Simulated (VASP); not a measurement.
# Na in VASP: a series of runs, part 2 of 2

VASP 6.6.1. Earlier steps stand in the parts before.

### 4 Single point, PBE

Input file INCAR:

```
SYSTEM = Na
ALGO = Fast ; EDIFF = 1E-6
ENCUT = 520 ; GGA = PE
ISIF = 2 ; ISMEAR = 0
LASPH = .TRUE. ; LCHARG = .FALSE.
LREAL = .FALSE. ; LWAVE = .FALSE.
NBANDS = 38 ; NELM = 60
PREC = Accurate ; SIGMA = 0.05
```

Input file KPOINTS:

```
k-points
0
G
  6 6 6
  0 0 0
```

Input file POSCAR:

```
Na
1.0
    6.6966880000      0.0000000000      0.0000000000
    0.0000000000      6.6966880000      0.0000000000
    0.0000000000      0.0000000000      6.6966880000
Na
8
Direct
    0.0000000000      0.0000000000      0.0000000000
    0.5000000000      0.2500000000      0.0000000000
    0.5000000000      0.7500000000      0.0000000000
    0.0000000000      0.5000000000      0.2500000000
    0.2500000000      0.0000000000      0.5000000000
    0.7574663774      0.0000000000      0.5000000000
    0.5000000000      0.5000000000      0.5000000000
    0.0000000000      0.5000000000      0.7500000000
```

Potentials or basis: VASP PAW PBE potentials, release 64 (Na_pv).

Run with:

```
cat potpaw_PBE.64/Na_pv/POTCAR > POTCAR
mpirun -np 1 vasp_std > vasp.out
```

OUTCAR:

```text
SYSTEM = Na
   EDIFF = 1E-6
   ENCUT = 520
   GGA = PE
   ISIF = 2
   ISMEAR = 0
   LASPH = .TRUE.
   LREAL = .FALSE.
   NELM = 60
   PREC = Accurate

 ion  position               nearest neighbor table
   1  0.000  0.000  0.000-
   2  0.500  0.250  0.000-
   3  0.500  0.750  0.000-
   4  0.000  0.500  0.250-
   5  0.250  0.000  0.500-
   6  0.757  0.000  0.500-
   7  0.500  0.500  0.500-
   8  0.000  0.500  0.750-

  LATTYP: Found a simple cubic cell.
 ALAT       =     6.6966880000

  Lattice vectors:

 A1 = (   6.6966880000,   0.0000000000,   0.0000000000)
 A2 = (   0.0000000000,   6.6966880000,   0.0000000000)
 A3 = (   0.0000000000,   0.0000000000,   6.6966880000)

Analysis of symmetry for initial positions (statically):
=====================================================================
 Subroutine PRICEL returns:
 Original cell was already a primitive cell.

 Routine SETGRP: Setting up the symmetry group for a
 simple cubic supercell.

 Subroutine GETGRP returns: Found  4 space group operations
 (whereof  4 operations were pure point group operations)
 out of a pool of 48 trial point group operations.

The static configuration has the point symmetry C_2v.

Analysis of symmetry for dynamics (positions and initial velocities):
=====================================================================
 Subroutine PRICEL returns:
 Original cell was already a primitive cell.

 Routine SETGRP: Setting up the symmetry group for a
 simple cubic supercell.

 Subroutine GETGRP returns: Found  4 space group operations
 (whereof  4 operations were pure point group operations)
 out of a pool of 48 trial point group operations.

The dynamic configuration has the point symmetry C_2v.

 Subroutine INISYM returns: Found  4 space group operations
 (whereof  4 operations are pure point group operations),
 and found     1 'primitive' translations

----------------------------------------------------------------------------------------

                                     Primitive cell

  volume of cell :     300.3172

  direct lattice vectors                    reciprocal lattice vectors
     6.696688000  0.000000000  0.000000000     0.149327548  0.000000000  0.000000000
     0.000000000  6.696688000  0.000000000     0.000000000  0.149327548  0.000000000
     0.000000000  0.000000000  6.696688000     0.000000000  0.000000000  0.149327548

  length of vectors
     6.696688000  6.696688000  6.696688000     0.149327548  0.149327548  0.149327548

  position of ions in fractional coordinates (direct lattice)
     0.000000000  0.000000000  0.000000000
     0.500000000  0.250000000  0.000000000
     0.500000000  0.750000000  0.000000000
     0.000000000  0.500000000  0.250000000
     0.250000000  0.000000000  0.500000000
     0.757466377  0.000000000  0.500000000
     0.500000000  0.500000000  0.500000000
[... 35 lines left out ...]
 ===========================================

 Found     64 irreducible k-points:

 Following reciprocal coordinates:
            Coordinates               Weight
  0.000000  0.000000  0.000000      1.000000
  0.166667  0.000000  0.000000      2.000000
  0.000000  0.166667  0.000000      2.000000
  0.000000  0.000000  0.166667      2.000000
  0.333333  0.000000  0.000000      2.000000
  0.000000  0.333333  0.000000      2.000000
[... 16 lines left out ...]
 -0.166667  0.500000  0.000000      2.000000
  0.500000  0.000000  0.166667      2.000000
 [... further k-points ...]
   k-points           NKPTS =     64   k-points in BZ     NKDIM =     64   number of bands    NBANDS=     38
   number of dos      NEDOS =    301   number of ions     NIONS =      8
   total plane-waves  NPLWV = 125000
   dimension x,y,z NGX =    50 NGY =   50 NGZ =   50
   dimension x,y,z NGXF=   100 NGYF=  100 NGZF=  100
   ions per type =               8
   NGX,Y,Z   is equivalent  to a cutoff of  12.41, 12.41, 12.41 a.u.
   NGXF,Y,Z  is equivalent  to a cutoff of  24.83, 24.83, 24.83 a.u.
 SYSTEM =  Na
   PREC   = accura    normal or accurate (medium, high low for compatibility)
   ISTART =      0    job   : 0-new  1-cont  2-samecut
   ICHARG =      2    charge: 1-file 2-atom 10-const
   ISPIN  =      1    spin polarized calculation?
   LNONCOLLINEAR =      F non collinear calculations
   LSORBIT =      F    spin-orbit coupling
   LASPH  =      T    aspherical Exc in radial PAW
   ENCUT  =  520.0 eV  38.22 Ry    6.18 a.u.  12.45 12.45 12.45*2*pi/ulx,y,z
   NELM   =     60;   NELMIN=  2; NELMDL= -5     # of ELM steps
   EDIFF  = 0.1E-05   stopping-criterion for ELM
   LREAL  =      F    real-space projection
   EDIFFG = 0.1E-04   stopping-criterion for IOM
   NSW    =      0    number of steps for IOM
   IBRION =     -1    ionic relax: 0-MD 1-quasi-New 2-CG
   NFREE  =      0    steps in history (QN), initial steepest desc. (CG)
   ISIF   =      2    stress and relaxation
   ISYM   =      2    0-nonsym 1-usesym 2-fastsym
   POTIM  = 0.5000    time-step for ionic-motion
   TEBEG  =    0.0;   TEEND  =   0.0 temperature during run
   PSTRESS=    0.0 pullay stress
   NELECT =      56.0000    total number of electrons
   NUPDOWN=      -1.0000    fix difference up-down
   EMIN   =  10.00;   EMAX   =-10.00  energy-range for DOS
   EFERMI =   0.00;   METHOD = LEGACY
   ISMEAR =     0;   SIGMA  =   0.05  broadening in eV -4-tet -1-fermi 0-gaus
   EFERMI_NEDOS =   21; number of points for ismear=-14 and -15
   IALGO  =     68    algorithm
   IMIX   =      4    mixing-type and parameters
     AMIX     =   0.40;   BMIX     =  1.00
     AMIX_MAG =   1.60;   BMIX_MAG =  1.00
  volume/ion in A,a.u.               =      37.54       253.33
  Fermi-wavevector in a.u.,A,eV,Ry     =   0.935285  1.767433 11.901813  0.874759
  Thomas-Fermi vector in A             =   2.062177
   LORBIT       =      0    0 simple, 1 ext, 2 COOP (PROOUT), +10 PAW based schemes
   GGA     = PE    functional components
   LHFCALC =     F    Hartree Fock is set to
   AEXX    =    0.0000 exact exchange contribution
   IVDW    =     0    specifies the selected vdW correction
   LEPSILON=     F    determine dielectric tensor
   LRPA    =     F    only Hartree local field effects (RPA)
 non-spin polarized calculation
 RMM-DIIS sequential band-by-band and
 Gauss-broadening in eV      SIGMA  =   0.05
  energy-cutoff  :      520.00
  volume of cell :      300.32
 maximum number of plane-waves:      8217
 NGX is ok and might be reduce to    50
   NGX = 25   NGY = 25   NGZ = 25

 number of electron      55.9999814 magnetization

 Free energy of the ion-electron system (eV)
  ---------------------------------------------------
  ext. energy  EPLUGINS =         0.00000000
  ---------------------------------------------------
  free energy    TOTEN  =       -10.37008244 eV

  energy without entropy =      -10.36354859  energy(sigma->0) =      -10.36681552

 E-fermi :   0.2980     XC(G=0):  -6.4675

 val. band max:        0.2325405527   @ k =   0.5000   0.3333   0.5000
 cond. band min:       0.3010079081   @ k =   0.5000   0.1667   0.1667
 fundamental gap:      0.0684673554
 Fermi energy:         0.2979660177

 k-point     1 :       0.0000    0.0000    0.0000
  band No.  band energies     occupation
      1     -24.6964      2.00000
      2     -24.6935      2.00000
      3     -24.6881      2.00000
      4     -24.6593      2.00000
      5     -24.6575      2.00000
      6     -24.6571      2.00000
[... 973 lines left out ...]
     37       3.5754      0.00000
     38       3.7487      0.00000

 [... further k-points ...]

------------------------ aborting loop because EDIFF is reached ----------------------------------------

  FORCE on cell =-STRESS in cart. coord.  units (eV):
  Direction    XX          YY          ZZ          XY          YZ          ZX
  --------------------------------------------------------------------------------------
  -------------------------------------------------------------------------------------
  Total       -0.0645058     -0.0853218     -0.0510663      0.0000000      0.0000000      0.0000000
  in kB       -0.3441351     -0.4551876     -0.2724363      0.0000000      0.0000000      0.0000000
  external PRESSURE =      -0.3572530 kB  Pullay stress =       0.0000000 kB

 VOLUME and BASIS-vectors are now :
 -----------------------------------------------------------------------------
  energy-cutoff  :      520.00
  volume of cell :      300.32
      direct lattice vectors                 reciprocal lattice vectors
     6.696688000  0.000000000  0.000000000     0.149327548  0.000000000  0.000000000
     0.000000000  6.696688000  0.000000000     0.000000000  0.149327548  0.000000000
     0.000000000  0.000000000  6.696688000     0.000000000  0.000000000  0.149327548

 POSITION                                       TOTAL-FORCE (eV/Angst)
 -----------------------------------------------------------------------------------
      0.00000      0.00000      0.00000         0.003277     -0.000000      0.000000
      3.34834      1.67417      0.00000         0.001395     -0.000458      0.000000
      3.34834      5.02252      0.00000         0.001395      0.000458      0.000000
      0.00000      3.34834      1.67417         0.001496     -0.000000     -0.000533
      1.67417      0.00000      3.34834         0.046100     -0.000000      0.000000
      5.07252      0.00000      3.34834        -0.058404     -0.000000      0.000000
      3.34834      3.34834      3.34834         0.003246     -0.000000      0.000000
      0.00000      3.34834      5.02252         0.001496     -0.000000      0.000533
 -----------------------------------------------------------------------------------
    total drift:                               -0.000975     -0.000000     -0.000002

  FREE ENERGIE OF THE ION-ELECTRON SYSTEM (eV)
  ---------------------------------------------------
  free  energy   TOTEN  =       -10.3700824413 eV

  energy  without entropy=      -10.3635485903  energy(sigma->0) =      -10.36681552
```

Wall time 4.8 min (1 thread of Intel Xeon 6975P-C (Granite Rapids), shared host); peak memory 0.64 GiB.

What came out:

```
Free energy            : -10.3701 eV
Pressure               : 0.0 GPa
Largest force          : 0.058 eV/Å
Band gap on the k mesh : zero (bands 28 and 29 overlap by 1.50 eV)
```

Forces on the atoms (eV/Å):
```
Na   0.003  0.000  0.000
Na   0.001  0.000  0.000
Na   0.001  0.000  0.000
Na   0.001  0.000 -0.001
Na   0.046  0.000  0.000
Na  -0.058  0.000  0.000
Na   0.003  0.000  0.000
Na   0.001  0.000  0.001
```

### 5 Summary

```csv
cell,further INCAR settings,gap on the mesh (eV),pressure (GPa)
"a = 6.697 Å, 8 atoms, atomic positions A",ALGO = Fast; EDIFF = 1e-07; NBANDS = 38,none,0.0
"a = 7.116 Å, 8 atoms, atomic positions A",ALGO = Fast; EDIFF = 1e-07; NBANDS = 38,none,-1.0
"a = 6.697 Å, 8 atoms, atomic positions B",ALGO = Fast; EDIFF = 1e-06; NBANDS = 38,none,0.0
```

Alike in all rows: task single point; level PBE; potentials or basis VASP PAW PBE potentials, release 64 (Na_pv); no spin polarisation; k mesh 6 × 6 × 6; cutoff (eV) 520; smearing gaussian 0.05 eV.

Total energies depend on the potentials used, so only differences within one code and one set of settings carry meaning.

The gap in the log of VASP goes by the Fermi energy; the results here count the filled bands.